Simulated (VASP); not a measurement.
# CdI2 (P-3m1) in VASP: further runs

The runs below take CdI2 through single point, with PBE+D3(BJ).

Everything below comes from runs of VASP 6.6.1. Logs are shortened: lines on timing, memory, paths and dates and some standing lists are left out, and cuts for length are marked.

## Step 1: The cell of the first run

Symmetry: P-3m1, No. 164, trigonal system. The conventional cell has a = 4.350 Å, b = 4.350 Å, c = 6.516 Å, α = 90.00°, β = 90.00°, γ = 120.00°. Within 3.9 Å of Cd (site symmetry -3m) lie 6 I at 2.99 Å. Within 3.9 Å of I (site symmetry 3m) lie 3 Cd at 2.99 Å.

## Step 2: Single point, PBE+D3(BJ) (strain +0.025 along x and y, -0.050 along z)

File INCAR:

```
SYSTEM = CdI2
PREC     = Accurate       ! precision mode
ENCUT    = 500            ! plane-wave cutoff, eV
EDIFF    = 1E-6           ! SCF threshold, eV
ISMEAR   = 0              ! smearing method
SIGMA    = 0.05           ! smearing width, eV
LREAL    = .FALSE.        ! projectors in reciprocal space
LASPH    = .TRUE.         ! aspherical terms in the spheres
NELM     = 120            ! most SCF steps
ALGO     = Normal         ! electronic algorithm
ISIF     = 2              ! what is computed and relaxed
LWAVE    = .FALSE.        ! write WAVECAR
LCHARG   = .TRUE.         ! write CHGCAR
GGA      = PE             ! functional
IVDW     = 12             ! dispersion correction
LELF     = .TRUE.         ! ELF
LVHAR    = .TRUE.       
NBANDS   = 20             ! bands
GGA_COMPAT= .FALSE.
```

File KPOINTS:

```
regular mesh
0
G
  9 9 4
  0 0 0
```

File POSCAR:

```
CdI2
1.0
    4.3500991951      0.0000000000      0.0000000000
   -2.1750495975      3.7672964119      0.0000000000
    0.0000000000      0.0000000000      6.5160500000
Cd I
1 2
Direct
    0.0000000000      0.0000000000      0.0000000000
    0.3333333333      0.6666666667      0.2492000000
    0.6666666667      0.3333333333      0.7508000000
```

Potentials or basis: VASP PAW PBE potentials, release 64 (Cd, I).

Run with:

```bash
> cat potpaw_PBE.64/Cd/POTCAR potpaw_PBE.64/I/POTCAR > POTCAR
> mpirun -np 1 vasp_std > vasp.out
```

OUTCAR:

```text
SYSTEM = CdI2
   PREC = Accurate
   ENCUT = 500
   EDIFF = 1E-6
   ISMEAR = 0
   LREAL = .FALSE.
   LASPH = .TRUE.
   NELM = 120
   ISIF = 2
   GGA = PE
   IVDW = 12
 IVDW          = 12

 ion  position               nearest neighbor table
   1  0.000  0.000  0.000-   2 2.99   3 2.99   2 2.99   3 2.99   3 2.99   2 2.99
   2  0.333  0.667  0.249-   1 2.99   1 2.99   1 2.99
   3  0.667  0.333  0.751-   1 2.99   1 2.99   1 2.99

  LATTYP: Found a hexagonal cell.
 ALAT       =     4.3500991951
 C/A-ratio  =     1.4979083712

  Lattice vectors:

 A1 = (   4.3500991951,   0.0000000000,   0.0000000000)
 A2 = (  -2.1750495975,   3.7672964119,   0.0000000000)
 A3 = (   0.0000000000,   0.0000000000,   6.5160500000)

Analysis of symmetry for initial positions (statically):
=====================================================================
 Subroutine PRICEL returns:
 Original cell was already a primitive cell.

 Routine SETGRP: Setting up the symmetry group for a
 hexagonal supercell.

 Subroutine GETGRP returns: Found 12 space group operations
 (whereof 12 operations were pure point group operations)
 out of a pool of 24 trial point group operations.

The static configuration has the point symmetry D_3d.

Analysis of symmetry for dynamics (positions and initial velocities):
=====================================================================
 Subroutine PRICEL returns:
 Original cell was already a primitive cell.

 Routine SETGRP: Setting up the symmetry group for a
 hexagonal supercell.

 Subroutine GETGRP returns: Found 12 space group operations
 (whereof 12 operations were pure point group operations)
 out of a pool of 24 trial point group operations.

The dynamic configuration has the point symmetry D_3d.

 Subroutine INISYM returns: Found 12 space group operations
 (whereof 12 operations are pure point group operations),
 and found     1 'primitive' translations

----------------------------------------------------------------------------------------

                                     Primitive cell

  volume of cell :     106.7858

  direct lattice vectors                    reciprocal lattice vectors
     4.350099195  0.000000000  0.000000000     0.229879815  0.132721173  0.000000000
    -2.175049598  3.767296412  0.000000000     0.000000000  0.265442347  0.000000000
     0.000000000  0.000000000  6.516050000     0.000000000  0.000000000  0.153467208

  length of vectors
     4.350099195  4.350099195  6.516050000     0.265442347  0.265442347  0.153467208

  position of ions in fractional coordinates (direct lattice)
     0.000000000  0.000000000  0.000000000
     0.333333333  0.666666667  0.249200000
     0.666666667  0.333333333  0.750800000

  ion indices of the primitive-cell ions
   primitive index   ion index
                 1           1
                 2           2
                 3           3

----------------------------------------------------------------------------------------

 KPOINTS: regular mesh

Automatic generation of k-mesh.
 Grid dimensions read from file:
 generate k-points for:    9    9    4

 Generating k-lattice:

  Cartesian coordinates                     Fractional coordinates (reciprocal lattice)
     0.025542202  0.014746797  0.000000000     0.111111111  0.000000000  0.000000000
     0.000000000  0.029493594  0.000000000     0.000000000  0.111111111  0.000000000
     0.000000000  0.000000000  0.038366802     0.000000000  0.000000000  0.250000000

  Length of vectors
     0.029493594  0.029493594  0.038366802

  Shift w.r.t. Gamma in fractional coordinates (k-lattice)
     0.000000000  0.000000000  0.000000000

 Subroutine IBZKPT returns following result:
 ===========================================

 Found     43 irreducible k-points:

 Following reciprocal coordinates:
            Coordinates               Weight
  0.000000  0.000000  0.000000      1.000000
  0.111111 -0.000000  0.000000      6.000000
  0.222222 -0.000000  0.000000      6.000000
  0.333333 -0.000000  0.000000      6.000000
  0.444444 -0.000000  0.000000      6.000000
  0.111111  0.111111  0.000000      6.000000
[... 16 lines left out ...]
  0.222222  0.111111  0.250000     12.000000
 -0.111111  0.333333  0.250000     12.000000
 [... further k-points ...]
   k-points           NKPTS =     43   k-points in BZ     NKDIM =     43   number of bands    NBANDS=     20
   number of dos      NEDOS =    301   number of ions     NIONS =      3
   total plane-waves  NPLWV =  49152
   dimension x,y,z NGX =    32 NGY =   32 NGZ =   48
   dimension x,y,z NGXF=    64 NGYF=   64 NGZF=   96
   ions per type =               1   2
   NGX,Y,Z   is equivalent  to a cutoff of  12.23, 12.23, 12.25 a.u.
   NGXF,Y,Z  is equivalent  to a cutoff of  24.46, 24.46, 24.49 a.u.
 SYSTEM =  CdI2
   PREC   = accura    normal or accurate (medium, high low for compatibility)
   ISTART =      0    job   : 0-new  1-cont  2-samecut
   ICHARG =      2    charge: 1-file 2-atom 10-const
   ISPIN  =      1    spin polarized calculation?
   LNONCOLLINEAR =      F non collinear calculations
   LSORBIT =      F    spin-orbit coupling
   LASPH  =      T    aspherical Exc in radial PAW
   ENCUT  =  500.0 eV  36.75 Ry    6.06 a.u.   7.93  7.93 11.88*2*pi/ulx,y,z
   NELM   =    120;   NELMIN=  2; NELMDL= -5     # of ELM steps
   EDIFF  = 0.1E-05   stopping-criterion for ELM
   LREAL  =      F    real-space projection
   EDIFFG = 0.1E-04   stopping-criterion for IOM
   NSW    =      0    number of steps for IOM
   IBRION =     -1    ionic relax: 0-MD 1-quasi-New 2-CG
   NFREE  =      0    steps in history (QN), initial steepest desc. (CG)
   ISIF   =      2    stress and relaxation
   ISYM   =      2    0-nonsym 1-usesym 2-fastsym
   POTIM  = 0.5000    time-step for ionic-motion
   TEBEG  =    0.0;   TEEND  =   0.0 temperature during run
   PSTRESS=    0.0 pullay stress
   NELECT =      26.0000    total number of electrons
   NUPDOWN=      -1.0000    fix difference up-down
   EMIN   =  10.00;   EMAX   =-10.00  energy-range for DOS
   EFERMI =   0.00;   METHOD = LEGACY
   ISMEAR =     0;   SIGMA  =   0.05  broadening in eV -4-tet -1-fermi 0-gaus
   EFERMI_NEDOS =   21; number of points for ismear=-14 and -15
   IALGO  =     38    algorithm
   IMIX   =      4    mixing-type and parameters
     AMIX     =   0.40;   BMIX     =  1.00
     AMIX_MAG =   1.60;   BMIX_MAG =  1.00
  volume/ion in A,a.u.               =      35.60       240.21
  Fermi-wavevector in a.u.,A,eV,Ry     =   1.022260  1.931792 14.218307  1.045016
  Thomas-Fermi vector in A             =   2.155930
   LORBIT       =      0    0 simple, 1 ext, 2 COOP (PROOUT), +10 PAW based schemes
   GGA     = PE    functional components
   LHFCALC =     F    Hartree Fock is set to
   AEXX    =    0.0000 exact exchange contribution
   IVDW    =    12    specifies the selected vdW correction
   LEPSILON=     F    determine dielectric tensor
   LRPA    =     F    only Hartree local field effects (RPA)
 non-spin polarized calculation
 Gauss-broadening in eV      SIGMA  =   0.05
  energy-cutoff  :      500.00
  volume of cell :      106.79
 maximum number of plane-waves:      2750
   NGX = 15   NGY = 15   NGZ = 23

 number of electron      26.0000004 magnetization

 Free energy of the ion-electron system (eV)
  ---------------------------------------------------
  ext. energy  EPLUGINS =         0.00000000
  ---------------------------------------------------
  free energy    TOTEN  =        -5.45481668 eV

  energy without entropy =       -5.45481668  energy(sigma->0) =       -5.45481668

 E-fermi :   2.4212     XC(G=0):  -8.5830

 val. band max:        2.2111471955   @ k =   0.0000   0.0000   0.0000
 cond. band min:       4.3524666854   @ k =   0.0000   0.0000   0.0000
 fundamental gap:      2.1413194899
 Fermi energy:         2.4212498987

 k-point     1 :       0.0000    0.0000    0.0000
  band No.  band energies     occupation
      1     -10.0831      2.00000
      2      -9.2439      2.00000
      3      -5.5702      2.00000
      4      -5.5702      2.00000
      5      -5.4381      2.00000
      6      -5.3600      2.00000
[... 12 lines left out ...]
     19      11.0857      0.00000
     20      11.0857      0.00000

 k-point     2 :       0.1111   -0.0000    0.0000
  band No.  band energies     occupation
      1     -10.0259      2.00000
      2      -9.2473      2.00000
      3      -5.5612      2.00000
      4      -5.5332      2.00000
      5      -5.4268      2.00000
      6      -5.3631      2.00000
[... 12 lines left out ...]
     19      10.6449      0.00000
     20      11.0446      0.00000

 k-point     3 :       0.2222   -0.0000    0.0000
  band No.  band energies     occupation
      1      -9.8705      2.00000
      2      -9.2593      2.00000
      3      -5.5427      2.00000
      4      -5.4511      2.00000
      5      -5.3928      2.00000
      6      -5.3621      2.00000
[... 12 lines left out ...]
     19       9.8522      0.00000
     20      11.0513      0.00000

 k-point     4 :       0.3333   -0.0000    0.0000
  band No.  band energies     occupation
      1      -9.6653      2.00000
      2      -9.2870      2.00000
      3      -5.5305      2.00000
      4      -5.4300      2.00000
      5      -5.3602      2.00000
      6      -5.3294      2.00000
[... 12 lines left out ...]
     19      10.2498      0.00000
     20      11.5476      0.00000

 k-point     5 :       0.4444   -0.0000    0.0000
  band No.  band energies     occupation
      1      -9.4815      2.00000
      2      -9.3449      2.00000
      3      -5.5276      2.00000
      4      -5.4389      2.00000
      5      -5.3459      2.00000
      6      -5.3100      2.00000
[... 12 lines left out ...]
     19      11.0829      0.00000
     20      11.9264      0.00000
[... 353 lines left out ...]
      6      -5.3100      2.00000
[... 12 lines left out ...]
     19      10.8606      0.00000
     20      11.9735      0.00000

 k-point    22 :       0.1111    0.1111    0.2500
  band No.  band energies     occupation
      1      -9.8458      2.00000
      2      -9.3483      2.00000
      3      -5.5460      2.00000
      4      -5.4827      2.00000
      5      -5.4022      2.00000
      6      -5.3656      2.00000
[... 12 lines left out ...]
     19      10.4090      0.00000
     20      10.6521      0.00000

 k-point    23 :       0.2222    0.1111    0.2500
  band No.  band energies     occupation
      1      -9.6733      2.00000
      2      -9.3481      2.00000
      3      -5.5257      2.00000
      4      -5.4197      2.00000
      5      -5.3774      2.00000
      6      -5.3375      2.00000
[... 12 lines left out ...]
     19      10.0769      0.00000
     20      11.0845      0.00000

 k-point    24 :      -0.1111    0.3333    0.2500
  band No.  band energies     occupation
      1      -9.6881      2.00000
      2      -9.3288      2.00000
      3      -5.5257      2.00000
      4      -5.4288      2.00000
      5      -5.3736      2.00000
      6      -5.3460      2.00000
[... 12 lines left out ...]
     19       9.7999      0.00000
     20      10.9573      0.00000

 [... further k-points ...]

------------------------ aborting loop because EDIFF is reached ----------------------------------------

 Edisp (eV)   -0.99562

 E8    (eV) :    -0.4456

  FORCE on cell =-STRESS in cart. coord.  units (eV):
  Direction    XX          YY          ZZ          XY          YZ          ZX
  --------------------------------------------------------------------------------------
  -------------------------------------------------------------------------------------
  Total      -0.13103    -0.13103     1.03116    -0.00000     0.00000     0.00000
  in kB      -1.96595    -1.96595    15.47113    -0.00000     0.00000     0.00000
  external pressure =        3.85 kB  Pullay stress =        0.00 kB

 VOLUME and BASIS-vectors are now :
 -----------------------------------------------------------------------------
  energy-cutoff  :      500.00
  volume of cell :      106.79
      direct lattice vectors                 reciprocal lattice vectors
     4.350099195  0.000000000  0.000000000     0.229879815  0.132721173  0.000000000
    -2.175049598  3.767296412  0.000000000     0.000000000  0.265442347  0.000000000
     0.000000000  0.000000000  6.516050000     0.000000000  0.000000000  0.153467208

 POSITION                                       TOTAL-FORCE (eV/Angst)
 -----------------------------------------------------------------------------------
      0.00000      0.00000      0.00000        -0.000000      0.000000      0.000000
     -0.00000      2.51153      1.62380         0.000000      0.000000      0.283641
      2.17505      1.25577      4.89225         0.000000     -0.000000     -0.283641
 -----------------------------------------------------------------------------------
    total drift:                                0.000000     -0.000000      0.000000

  FREE ENERGIE OF THE ION-ELECTRON SYSTEM (eV)
  ---------------------------------------------------
  free  energy   TOTEN  =        -6.4504364158 eV

  energy  without entropy=       -6.4504364158  energy(sigma->0) =       -6.45043642
```

Wall time 28 s (1 thread of Intel Xeon 6975P-C (Granite Rapids), shared host); peak memory 0.26 GiB.

What came out:

```yaml
Free_energy: -6.4504 eV
Pressure: 0.4 GPa
Largest_force: 0.284 eV/Å
Band_gap_on_the_k_mesh: 2.14 eV
Dispersion_energy_per_atom: -0.332 eV
```

Forces on the atoms (eV/Å):
```
Cd   0.000  0.000  0.000
I    0.000  0.000  0.284
I    0.000  0.000 -0.284
```

Stress tensor (GPa, compression positive):
```
-0.20  0.00  0.00
 0.00 -0.20  0.00
 0.00  0.00  1.55
```

Caveat: the cell differs from its parent crystal (strain +0.025 along x and y, -0.050 along z); spin-orbit coupling is left out, which moves the levels of the heavy elements; an odd mesh through Γ misses points on the zone boundary, where band edges can lie.

## Step 3: Single point, PBE+D3(BJ) (strain +0.000 along x and y, +0.025 along z)

File INCAR:

```
PREC     = Accurate       # precision mode
ENCUT    = 500            # plane-wave cutoff, eV
EDIFF    = 1E-6           # SCF threshold, eV
ISMEAR   = 0              # smearing method
SIGMA    = 0.05           # smearing width, eV
LREAL    = F              # projectors in reciprocal space
LASPH    = T              # aspherical terms in the spheres
NELM     = 120            # most SCF steps
ALGO     = Normal         # electronic algorithm
ISIF     = 2              # what is computed and relaxed
LWAVE    = F              # write WAVECAR
LCHARG   = F              # write CHGCAR
GGA      = PE             # functional
IVDW     = 12             # dispersion correction
NBANDS   = 20             # bands
GGA_COMPAT= F
```

File KPOINTS:

```
regular mesh
0
Gamma
  9 9 4
```

File POSCAR:

```
CdI2
1.0
    4.2439992147      0.0000000000      0.0000000000
   -2.1219996073      3.6754111336      0.0000000000
    0.0000000000      0.0000000000      7.0304750000
Cd I
1 2
Direct
    0.0000000000      0.0000000000      0.0000000000
    0.3333333333      0.6666666667      0.2492000000
    0.6666666667      0.3333333333      0.7508000000
```

Potentials or basis: VASP PAW PBE potentials, release 64 (Cd, I).

Run with:

```bash
> cat potpaw_PBE.64/Cd/POTCAR potpaw_PBE.64/I/POTCAR > POTCAR
> mpirun -np 1 vasp_std > vasp.out
```

Run time: 27 s. Hardware: 1 thread of Intel Xeon 6975P-C (Granite Rapids), shared host; peak memory 0.27 GiB.

The run converged. Its results:

```
Free energy                : -6.4820 eV
Pressure                   : -0.4 GPa
Largest force              : 0.044 eV/Å
Band gap on the k mesh     : 2.32 eV (least direct gap 2.53 eV)
Dispersion energy per atom : -0.324 eV
```

Forces in eV/Å, atoms in the order of the input:
```
Cd   0.000  0.000  0.000
I    0.000  0.000 -0.044
I    0.000  0.000  0.044
```

Stress tensor (GPa, compression positive):
```
-0.28  0.00  0.00
 0.00 -0.28  0.00
 0.00  0.00 -0.70
```

Levels at points of the mesh, in eV from the valence-band top:
| k point | band 10 | band 11 | band 12 | band 13 | band 14 | band 15 | band 16 | band 17 |
| --- | --- | --- | --- | --- | --- | --- | --- | --- |
| (0.00, 0.00, 0.00) | -0.28 | -0.27 | -0.14 | -0.14 | 2.39 | 4.51 | 6.36 | 6.36 |
| (0.00, 0.00, 0.50) | -0.39 | -0.39 | -0.01 | -0.01 | 3.49 | 4.52 | 6.19 | 6.19 |

Caveat: the cell differs from its parent crystal (strain +0.000 along x and y, +0.025 along z); spin-orbit coupling is left out, which moves the levels of the heavy elements; an odd mesh through Γ misses points on the zone boundary, where band edges can lie.

[end of part 1 of 2]
